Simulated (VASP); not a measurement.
Write the native input for VASP 6.6.1 that does the following.

```
Task                   : single point
Functional             : LDA
Potentials or basis    : VASP PAW LDA potentials, release 64 (Os)
Cutoff                 : 520 eV
k mesh                 : 21 × 21 × 12
Occupations            : gaussian, width 0.15 eV
Spin                   : no spin polarisation
Dipole correction      : no
Further INCAR settings : ALGO = Normal; EDIFF = 1e-06; NBANDS = 15
```

The structure of Os lies in POSCAR:

```
Os
1.0
    2.7340999755      0.0000000000      0.0000000000
   -1.3670499878      2.3678000353      0.0000000000
    0.0000000000      0.0000000000      4.1469120000
Os
2
Direct
    0.3333333333      0.6666666667      0.2500000000
    0.6666666667      0.3333333333      0.7500000000
```

This cell differs from its parent crystal: strain +0.000 along x and y, -0.040 along z.

The input as run:

INCAR

```
SYSTEM = Os
PREC = Accurate
ENCUT = 520
EDIFF = 1E-6
ISMEAR = 0
SIGMA = 0.15
LREAL = .False.
LASPH = .True.
NELM = 60
ALGO = Normal
ISIF = 2
LWAVE = .False.
LCHARG = .True.
GGA = CA
LELF = .True.
LVHAR = .True.
NBANDS = 15
```

KPOINTS

```
Automatic mesh
0
Gamma
  21 21 12
  0 0 0
```

Potentials or basis: VASP PAW LDA potentials, release 64 (Os).

Run with:

```console
$ cat potpaw_LDA.64/Os/POTCAR > POTCAR
$ mpirun -np 1 vasp_std > vasp.out
```

Results of the run:

```json
{"Pressure": "12.6 GPa", "Band gap on the k mesh": "zero (bands 8 and 9 overlap by 4.10 eV)"}
```

Caveat: the cell differs from its parent crystal (strain +0.000 along x and y, -0.040 along z); the cell stands under pressure; spin-orbit coupling is left out, which moves the levels of the heavy elements.

It took 59 s on 1 thread of Intel(R) Xeon(R) Platinum 8488C (Sapphire Rapids), with other jobs on the host, peak memory 0.22 GiB.
